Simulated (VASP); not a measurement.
Here is a VASP 6.6.1 calculation.

Contents of POSCAR:

```
Hg
1.0
    3.3763482222      0.0000000000      0.0000000000
   -1.6881741111      2.9240033324      0.0000000000
    0.0000000000      0.0000000000      5.3986021457
Hg
2
Direct
    0.3333333333      0.6666666667      0.2500000000
    0.6666666667      0.3333333333      0.7500000000
```

File INCAR.step1:

```
  ALGO = Normal
  EDIFF = 1E-4
  ENCUT = 520
  GGA = PE
  ISMEAR = -1
  LASPH = T
  LCHARG = F
  LREAL = F
  LWAVE = T
  NBANDS = 19
  NELM = 100
  PREC = Accurate
  SIGMA = 0.1
```

Contents of INCAR.step2:

```
  ALGO = Normal
  EDIFF = 1E-6
  ENCUT = 520
  ISIF = 2
  ISMEAR = -1
  ISTART = 1
  LASPH = T
  LCHARG = F
  LMIXTAU = T
  LREAL = F
  LWAVE = F
  METAGGA = R2SCAN
  NBANDS = 19
  NELM = 100
  PREC = Accurate
  SIGMA = 0.1
```

Contents of KPOINTS:

```
k-points
0
Gamma
  12 12 7
```

Potentials or basis: VASP PAW PBE potentials, release 64 (Hg).

Run with:

```bash
$ cat potpaw_PBE.64/Hg/POTCAR > POTCAR
$ cp INCAR.step1 INCAR
$ mpirun -np 1 vasp_std > vasp.out
$ cp INCAR.step2 INCAR
$ mpirun -np 1 vasp_std > vasp.out
```

(1) Predict the pressure.

(2) Predict the band gap on the k mesh.

## Answers

(1) 0.9 GPa.

(2) zero (band 12 reaches 1.40 eV, above the bottom of band 13 at 0.88 eV).

Caveat: the PAW data sets were made with another functional, which shifts forces and pressure a little; spin-orbit coupling is left out, which moves the levels of the heavy elements.
